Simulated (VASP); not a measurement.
# TaCo3 (Pm-3m) in VASP: a series of runs

The runs below take TaCo3 through single point, with LDA.

Everything below comes from runs of VASP 6.6.1. Logs are shortened: lines on timing, memory, paths and dates and some standing lists are left out, and cuts for length are marked.

### Step 1. The cell of the first run

It takes space group Pm-3m (No. 221, cubic). The conventional cell has a = 3.259 Å, b = 3.259 Å, c = 3.259 Å, α = 90.00°, β = 90.00°, γ = 90.00°. Ta (site symmetry m-3m) has 12 Co at 2.30 Å within 3.0 Å. Within 3.0 Å of Co (site symmetry 4/mmm) lie 4 Ta at 2.30 Å and 8 Co at 2.30 Å.

### Step 2. Single point, LDA, collinear spin, ferromagnetic start (volume scaled by 0.7)

File INCAR:

```
SYSTEM = TaCo3
ALGO = Normal
EDIFF = 1E-6
ENCUT = 520
GGA = CA
ISIF = 2
ISMEAR = -1
ISPIN = 2
LASPH = .TRUE.
LCHARG = .FALSE.
LMAXMIX = 4
LORBIT = 11
LREAL = .FALSE.
LWAVE = .FALSE.
MAGMOM = 0 2 2 2
NBANDS = 31
NELM = 150
PREC = Accurate
SIGMA = 0.08
```

File KPOINTS:

```
k-points
0
G
  9 9 9
  0 0 0
```

File POSCAR:

```
TaCo3
1.0
    3.2586076864      0.0000000000      0.0000000000
    0.0000000000      3.2586076864      0.0000000000
    0.0000000000      0.0000000000      3.2586076864
Ta Co
1 3
Direct
    0.0000000000      0.0000000000      0.0000000000
    0.0000000000      0.5000000000      0.5000000000
    0.5000000000      0.0000000000      0.5000000000
    0.5000000000      0.5000000000      0.0000000000
```

Potentials or basis: VASP PAW LDA potentials, release 64 (Ta_pv, Co).

Started as:

```bash
> cat potpaw_LDA.64/Ta_pv/POTCAR potpaw_LDA.64/Co/POTCAR > POTCAR
> mpirun -np 1 vasp_std > vasp.out
```

OUTCAR:

```text
SYSTEM = TaCo3
   EDIFF = 1E-6
   ENCUT = 520
   GGA = CA
   ISIF = 2
   ISMEAR = -1
   ISPIN = 2
   LASPH = .TRUE.
   LORBIT = 11
   LREAL = .FALSE.
   NELM = 150
   PREC = Accurate

 ion  position               nearest neighbor table
   1  0.000  0.000  0.000-   2 2.30   3 2.30   4 2.30   2 2.30   3 2.30   2 2.30   4 2.30   2 2.30
                             3 2.30   4 2.30   3 2.30   4 2.30
   2  0.000  0.500  0.500-   1 2.30   3 2.30   4 2.30   1 2.30   4 2.30   1 2.30   3 2.30   1 2.30
                             3 2.30   4 2.30   4 2.30   3 2.30
   3  0.500  0.000  0.500-   1 2.30   2 2.30   4 2.30   1 2.30   4 2.30   2 2.30   4 2.30   4 2.30
                             1 2.30   2 2.30   1 2.30   2 2.30
   4  0.500  0.500  0.000-   1 2.30   2 2.30   3 2.30   2 2.30   3 2.30   1 2.30   3 2.30   3 2.30
                             1 2.30   2 2.30   2 2.30   1 2.30

  LATTYP: Found a simple cubic cell.
 ALAT       =     3.2586076864

  Lattice vectors:

 A1 = (   3.2586076864,   0.0000000000,   0.0000000000)
 A2 = (   0.0000000000,   3.2586076864,   0.0000000000)
 A3 = (   0.0000000000,   0.0000000000,   3.2586076864)

Analysis of symmetry for initial positions (statically):
=====================================================================
 Subroutine PRICEL returns:
 Original cell was already a primitive cell.

 Routine SETGRP: Setting up the symmetry group for a
 simple cubic supercell.

 Subroutine GETGRP returns: Found 48 space group operations
 (whereof 48 operations were pure point group operations)
 out of a pool of 48 trial point group operations.

The static configuration has the point symmetry O_h .

Analysis of symmetry for dynamics (positions and initial velocities):
=====================================================================
 Subroutine PRICEL returns:
 Original cell was already a primitive cell.

 Routine SETGRP: Setting up the symmetry group for a
 simple cubic supercell.

 Subroutine GETGRP returns: Found 48 space group operations
 (whereof 48 operations were pure point group operations)
 out of a pool of 48 trial point group operations.

The dynamic configuration has the point symmetry O_h .

Analysis of structural, dynamic, and magnetic symmetry:
=====================================================================
 Subroutine PRICEL returns:
 Original cell was already a primitive cell.

 Routine SETGRP: Setting up the symmetry group for a
 simple cubic supercell.

 Subroutine GETGRP returns: Found 48 space group operations
 (whereof 48 operations were pure point group operations)
 out of a pool of 48 trial point group operations.

The overall configuration has the point symmetry O_h .

 Subroutine INISYM returns: Found 48 space group operations
 (whereof 48 operations are pure point group operations),
 and found     1 'primitive' translations

----------------------------------------------------------------------------------------

                                     Primitive cell

  volume of cell :      34.6016

  direct lattice vectors                    reciprocal lattice vectors
     3.258607686  0.000000000  0.000000000     0.306879531  0.000000000  0.000000000
     0.000000000  3.258607686  0.000000000     0.000000000  0.306879531  0.000000000
     0.000000000  0.000000000  3.258607686     0.000000000  0.000000000  0.306879531

  length of vectors
     3.258607686  3.258607686  3.258607686     0.306879531  0.306879531  0.306879531

  position of ions in fractional coordinates (direct lattice)
     0.000000000  0.000000000  0.000000000
     0.000000000  0.500000000  0.500000000
     0.500000000  0.000000000  0.500000000
     0.500000000  0.500000000  0.000000000

  ion indices of the primitive-cell ions
   primitive index   ion index
                 1           1
                 2           2
                 3           3
                 4           4

----------------------------------------------------------------------------------------

 KPOINTS: k-points

Automatic generation of k-mesh.
 Grid dimensions read from file:
 generate k-points for:    9    9    9

 Generating k-lattice:

  Cartesian coordinates                     Fractional coordinates (reciprocal lattice)
     0.034097726  0.000000000  0.000000000     0.111111111  0.000000000  0.000000000
     0.000000000  0.034097726  0.000000000     0.000000000  0.111111111  0.000000000
     0.000000000  0.000000000  0.034097726     0.000000000  0.000000000  0.111111111

  Length of vectors
     0.034097726  0.034097726  0.034097726

  Shift w.r.t. Gamma in fractional coordinates (k-lattice)
     0.000000000  0.000000000  0.000000000

 Subroutine IBZKPT returns following result:
 ===========================================

 Found     35 irreducible k-points:

 Following reciprocal coordinates:
            Coordinates               Weight
  0.000000  0.000000  0.000000      1.000000
  0.111111  0.000000  0.000000      6.000000
  0.222222  0.000000  0.000000      6.000000
  0.333333  0.000000  0.000000      6.000000
  0.444444  0.000000  0.000000      6.000000
  0.111111  0.111111  0.000000     12.000000
[... 16 lines left out ...]
  0.333333  0.333333  0.111111     24.000000
  0.444444  0.333333  0.111111     48.000000
 [... further k-points ...]
   k-points           NKPTS =     35   k-points in BZ     NKDIM =     35   number of bands    NBANDS=     31
   number of dos      NEDOS =    301   number of ions     NIONS =      4
   total plane-waves  NPLWV =  13824
   dimension x,y,z NGX =    24 NGY =   24 NGZ =   24
   dimension x,y,z NGXF=    48 NGYF=   48 NGZF=   48
   ions per type =               1   3
   NGX,Y,Z   is equivalent  to a cutoff of  12.24, 12.24, 12.24 a.u.
   NGXF,Y,Z  is equivalent  to a cutoff of  24.49, 24.49, 24.49 a.u.
 SYSTEM =  TaCo3
   PREC   = accura    normal or accurate (medium, high low for compatibility)
   ISTART =      0    job   : 0-new  1-cont  2-samecut
   ICHARG =      2    charge: 1-file 2-atom 10-const
   ISPIN  =      2    spin polarized calculation?
   LNONCOLLINEAR =      F non collinear calculations
   LSORBIT =      F    spin-orbit coupling
   LASPH  =      T    aspherical Exc in radial PAW
   ENCUT  =  520.0 eV  38.22 Ry    6.18 a.u.   6.06  6.06  6.06*2*pi/ulx,y,z
   NELM   =    150;   NELMIN=  2; NELMDL= -5     # of ELM steps
   EDIFF  = 0.1E-05   stopping-criterion for ELM
   LREAL  =      F    real-space projection
   EDIFFG = 0.1E-04   stopping-criterion for IOM
   NSW    =      0    number of steps for IOM
   IBRION =     -1    ionic relax: 0-MD 1-quasi-New 2-CG
   NFREE  =      0    steps in history (QN), initial steepest desc. (CG)
   ISIF   =      2    stress and relaxation
   ISYM   =      2    0-nonsym 1-usesym 2-fastsym
   POTIM  = 0.5000    time-step for ionic-motion
   TEBEG  =    0.0;   TEEND  =   0.0 temperature during run
   PSTRESS=    0.0 pullay stress
   NELECT =      38.0000    total number of electrons
   NUPDOWN=      -1.0000    fix difference up-down
   EMIN   =  10.00;   EMAX   =-10.00  energy-range for DOS
   EFERMI =   0.00;   METHOD = LEGACY
   ISMEAR =    -1;   SIGMA  =   0.08  broadening in eV -4-tet -1-fermi 0-gaus
   EFERMI_NEDOS =   21; number of points for ismear=-14 and -15
   IALGO  =     38    algorithm
   IMIX   =      4    mixing-type and parameters
     AMIX     =   0.40;   BMIX     =  1.00
     AMIX_MAG =   1.60;   BMIX_MAG =  1.00
  volume/ion in A,a.u.               =       8.65        58.38
  Fermi-wavevector in a.u.,A,eV,Ry     =   1.689030  3.191803 38.814990  2.852821
  Thomas-Fermi vector in A             =   2.771230
   LORBIT       =     11    0 simple, 1 ext, 2 COOP (PROOUT), +10 PAW based schemes
   GGA     = CA    functional components
   LHFCALC =     F    Hartree Fock is set to
   AEXX    =    0.0000 exact exchange contribution
   IVDW    =     0    specifies the selected vdW correction
   LEPSILON=     F    determine dielectric tensor
   LRPA    =     F    only Hartree local field effects (RPA)
 spin polarized calculation
  energy-cutoff  :      520.00
  volume of cell :       34.60
 maximum number of plane-waves:       944
   NGX = 13   NGY = 13   NGZ = 13

 number of electron      38.0000014 magnetization      -0.0211384

 number of electron      38.0000014 magnetization       0.0002568

 Free energy of the ion-electron system (eV)
  ---------------------------------------------------
  ext. energy  EPLUGINS =         0.00000000
  ---------------------------------------------------
  free energy    TOTEN  =       -35.07050790 eV

  energy without entropy =      -35.01903029  energy(sigma->0) =      -35.04476910

 E-fermi :  14.0030     XC(G=0): -15.6612

 val. band max:       13.9911641666   @ k =   0.3333   0.3333   0.1111
 cond. band min:      14.0974447090   @ k =   0.4444   0.4444   0.3333
 fundamental gap:      0.1062805424
 Fermi energy:        14.0030345507

 spin component 1

 k-point     1 :       0.0000    0.0000    0.0000
  band No.  band energies     occupation
      1     -19.7966      1.00000
      2     -19.7966      1.00000
      3     -19.7966      1.00000
      4       3.5431      1.00000
      5       6.0531      1.00000
      6       6.0531      1.00000
[... 23 lines left out ...]
     30      29.0071      0.00000
     31      29.0071      0.00000

 k-point     2 :       0.1111    0.0000    0.0000
  band No.  band energies     occupation
      1     -19.8435      1.00000
      2     -19.8011      1.00000
      3     -19.8011      1.00000
      4       3.7955      1.00000
      5       6.2023      1.00000
      6       6.2736      1.00000
[... 23 lines left out ...]
     30      28.7226      0.00000
     31      29.4623      0.00000

 k-point     3 :       0.2222    0.0000    0.0000
  band No.  band energies     occupation
      1     -19.9606      1.00000
      2     -19.8125      1.00000
      3     -19.8125      1.00000
      4       4.4929      1.00000
      5       6.6166      1.00000
      6       6.8668      1.00000
[... 703 lines left out ...]
     30      29.4890      0.00000
     31      30.0591      0.00000

 k-point    24 :       0.4444    0.3333    0.1111
  band No.  band energies     occupation
      1     -20.1038      1.00000
      2     -20.0299      1.00000
      3     -19.8772      1.00000
      4       7.7223      1.00000
      5       8.2638      1.00000
      6       8.9014      1.00000
[... 23 lines left out ...]
     30      29.0540      0.00000
     31      29.3810      0.00000

 [... further k-points ...]

 spin component 2

 k-point     1 :       0.0000    0.0000    0.0000
  band No.  band energies     occupation
      1     -19.7965      1.00000
      2     -19.7965      1.00000
      3     -19.7965      1.00000
      4       3.5431      1.00000
      5       6.0531      1.00000
      6       6.0531      1.00000
[... 23 lines left out ...]
     30      29.0070      0.00000
     31      29.0070      0.00000

 k-point     2 :       0.1111    0.0000    0.0000
  band No.  band energies     occupation
      1     -19.8435      1.00000
      2     -19.8011      1.00000
      3     -19.8011      1.00000
      4       3.7955      1.00000
      5       6.2023      1.00000
      6       6.2736      1.00000
[... 23 lines left out ...]
     30      28.7226      0.00000
     31      29.4623      0.00000

 k-point     3 :       0.2222    0.0000    0.0000
  band No.  band energies     occupation
      1     -19.9606      1.00000
      2     -19.8125      1.00000
      3     -19.8125      1.00000
      4       4.4929      1.00000
      5       6.6166      1.00000
      6       6.8668      1.00000
[... 703 lines left out ...]
     30      29.4890      0.00000
     31      30.0591      0.00000

 k-point    24 :       0.4444    0.3333    0.1111
  band No.  band energies     occupation
      1     -20.1038      1.00000
      2     -20.0299      1.00000
      3     -19.8772      1.00000
      4       7.7223      1.00000
      5       8.2638      1.00000
      6       8.9014      1.00000
[... 23 lines left out ...]
     30      29.0540      0.00000
     31      29.3810      0.00000

 [... further k-points ...]

------------------------ aborting loop because EDIFF is reached ----------------------------------------

  FORCE on cell =-STRESS in cart. coord.  units (eV):
  Direction    XX          YY          ZZ          XY          YZ          ZX
  --------------------------------------------------------------------------------------
  -------------------------------------------------------------------------------------
  Total       29.8470185     29.8470185     29.8470185     -0.0000000      0.0000000     -0.0000000
  in kB     1382.0231089   1382.0231089   1382.0231089     -0.0000000      0.0000000     -0.0000000
  external PRESSURE =    1382.0231089 kB  Pullay stress =       0.0000000 kB

 VOLUME and BASIS-vectors are now :
 -----------------------------------------------------------------------------
  energy-cutoff  :      520.00
  volume of cell :       34.60
      direct lattice vectors                 reciprocal lattice vectors
     3.258607686  0.000000000  0.000000000     0.306879531  0.000000000  0.000000000
     0.000000000  3.258607686  0.000000000     0.000000000  0.306879531  0.000000000
     0.000000000  0.000000000  3.258607686     0.000000000  0.000000000  0.306879531

 POSITION                                       TOTAL-FORCE (eV/Angst)
 -----------------------------------------------------------------------------------
      0.00000      0.00000      0.00000         0.000000      0.000000      0.000000
      0.00000      1.62930      1.62930         0.000000      0.000000      0.000000
      1.62930      0.00000      1.62930         0.000000      0.000000      0.000000
      1.62930      1.62930      0.00000         0.000000      0.000000      0.000000
 -----------------------------------------------------------------------------------
    total drift:                                0.000000     -0.000000     -0.000000

  FREE ENERGIE OF THE ION-ELECTRON SYSTEM (eV)
  ---------------------------------------------------
  free  energy   TOTEN  =       -35.0705078988 eV

  energy  without entropy=      -35.0190302934  energy(sigma->0) =      -35.04476910

 total charge

# of ion       s       p       d       tot
------------------------------------------
    1        0.528   6.367   2.986   9.880
    2        0.678   0.877   7.753   9.308
    3        0.678   0.877   7.753   9.308
    4        0.678   0.877   7.753   9.308
--------------------------------------------------
tot          2.562   8.997  26.244  37.804

 magnetization (x)

# of ion       s       p       d       tot
------------------------------------------
    1       -0.000  -0.000  -0.000  -0.000
    2       -0.000  -0.000   0.000   0.000
    3       -0.000  -0.000   0.000   0.000
    4       -0.000  -0.000   0.000   0.000
--------------------------------------------------
tot         -0.000  -0.000   0.000   0.000
```

It took 2.5 min on 1 thread of AMD EPYC 7R13, shared host; peak memory 0.15 GiB.

Results:

```
Free energy                                           : -35.0705 eV
Pressure                                              : 138.2 GPa
Band gap on the k mesh                                : zero (filled and empty bands overlap)
Net moment                                            : 0.00 μB per cell
Valence electrons inside the program's atomic spheres : Ta 9.88; Co 9.31
```

Caveat: the starting moments collapsed, and a magnetic state may lie lower; spin-orbit coupling is left out, which moves the levels of the heavy elements.

### Step 3. Single point, LDA, collinear spin, ferromagnetic start (volume scaled by 0.76)

File INCAR:

```
ALGO     = Normal         # electronic algorithm
EDIFF    = 1E-6           # SCF threshold, eV
ENCUT    = 520            # plane-wave cutoff, eV
ISIF     = 2              # what is computed and relaxed
ISMEAR   = -1             # smearing method
ISPIN    = 2              # spin polarisation
LASPH    = True           # aspherical terms in the spheres
LCHARG   = False          # write CHGCAR
LMAXMIX  = 4              # l up to which the mixer works
LORBIT   = 11             # projections on sites
LREAL    = False          # projectors in reciprocal space
LWAVE    = False          # write WAVECAR
MAGMOM   = 0 2 2 2        # initial moments
NBANDS   = 31             # bands
NELM     = 150            # most SCF steps
PREC     = Accurate       # precision mode
SIGMA    = 0.08           # smearing width, eV
```

File KPOINTS:

```
k-points
0
Gamma
  9 9 9
```

File POSCAR:

```
TaCo3
1.0
    3.3491705344      0.0000000000      0.0000000000
    0.0000000000      3.3491705344      0.0000000000
    0.0000000000      0.0000000000      3.3491705344
Ta Co
1 3
Direct
    0.0000000000      0.0000000000      0.0000000000
    0.0000000000      0.5000000000      0.5000000000
    0.5000000000      0.0000000000      0.5000000000
    0.5000000000      0.5000000000      0.0000000000
```

Potentials or basis: VASP PAW LDA potentials, release 64 (Ta_pv, Co).

Started as:

```bash
> cat potpaw_LDA.64/Ta_pv/POTCAR potpaw_LDA.64/Co/POTCAR > POTCAR
> mpirun -np 1 vasp_std > vasp.out
```

It took 3.8 min on 1 thread of AMD EPYC 7R13, shared host; peak memory 0.16 GiB.

It converged, with:

| Item | Value |
| --- | --- |
| Free energy | -37.0499 eV |
| Pressure | 79.3 GPa |
| Band gap on the k mesh | zero (filled and empty bands overlap) |
| Net moment | 0.00 μB per cell |
| Valence electrons inside the program's atomic spheres | Ta 9.60; Co 9.04 |

Levels at points of the mesh, in eV from the Fermi level:
Spin up:
```
           k point  band 15  band 16  band 17  band 18  band 19  band 20  band 21  band 22  band 23  band 24
(0.00, 0.00, 0.00)    -0.33     0.29     0.73     0.73     0.73     3.48     3.48     4.03     4.03     4.03
```
Spin down:
```tsv
k point	band 17	band 18	band 19	band 20	band 21	band 22
(0.00, 0.00, 0.00)	0.73	0.73	0.73	3.48	3.48	4.03
```

Caveat: the starting moments collapsed, and a magnetic state may lie lower; spin-orbit coupling is left out, which moves the levels of the heavy elements.
